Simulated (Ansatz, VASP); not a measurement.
**Pd: VASP beside Ansatz**

The input INCAR:

```
SYSTEM = Pd
PREC = Accurate
ENCUT = 500
EDIFF = 1E-6
ISMEAR = -1
SIGMA = 0.05
LREAL = .False.
LASPH = .True.
NELM = 200
ALGO = Normal
ISIF = 2
LWAVE = .False.
LCHARG = .False.
ISPIN = 2
MAGMOM = 0.5
LORBIT = 11
LMAXMIX = 4
GGA = PE
NBANDS = 15
GGA_COMPAT = .False.
```

File KPOINTS:

```
regular mesh
0
Gamma
  14 14 14
  0 0 0
```

Contents of POSCAR:

```
Pd
1.0
    2.7155810756      0.0000000000      0.0000000000
    0.0000000000      2.7155810756      0.0000000000
    0.0000000000      0.0000000000      2.7155810756
Pd
1
Direct
    0.0000000000      0.0000000000      0.0000000000
```

Input for Ansatz:

```yaml
crystal:
  lattice:
    - [2.7155810756, 0.0, 0.0]
    - [0.0, 2.7155810756, 0.0]
    - [0.0, 0.0, 2.7155810756]
  atoms:
    - { symbol: Pd, position: [0.0, 0.0, 0.0], spin: 0.5 }
hamiltonian:
  xc: pbe
  pseudopotentials:
    kind: paw
    azcp:
      Pd: "pseudopotentials/Pd.paw.azcp"
basis:
  ecutwfc: 420
  fft_grid_basis: typed
kpoints:
  mp_grid: { grid: [14, 14, 14], shift: [0, 0, 0] }
magnetization:
  spin_polarized: true
scf:
  occupations: { method: fermi_dirac, width: 0.05 }
  lower_state_search: "off"
output:
  stress: true
```

Alike in both runs: task single point; functional PBE; k mesh 14 × 14 × 14; occupations fermi-dirac, width 0.05 eV; collinear spin.

|  | VASP | Ansatz |
| --- | --- | --- |
| version | VASP 6.6.1 | Ansatz 0.2.0 |
| potentials or method | VASP PAW PBE potentials, release 64 (Pd), cutoff 500 eV | plane waves (420 eV) with PAW, scalar-relativistic |
| valence electrons in the cell | 10 | 18 |

|  | VASP | Ansatz | Ansatz less VASP |
| --- | --- | --- | --- |
| pressure (GPa) | -10.1 | -10.0 | +0.10 |
| net moment per atom (μB) | 0.00 | 0.00 | 0.000 |

The functional is the same, so the differences come from potentials, cutoffs and numerics. VASP's potentials hold 10 valence electrons a cell and Ansatz's 18, so a difference there can come from the potentials and not from the codes. Ansatz's warnings: seeded moment not kept.
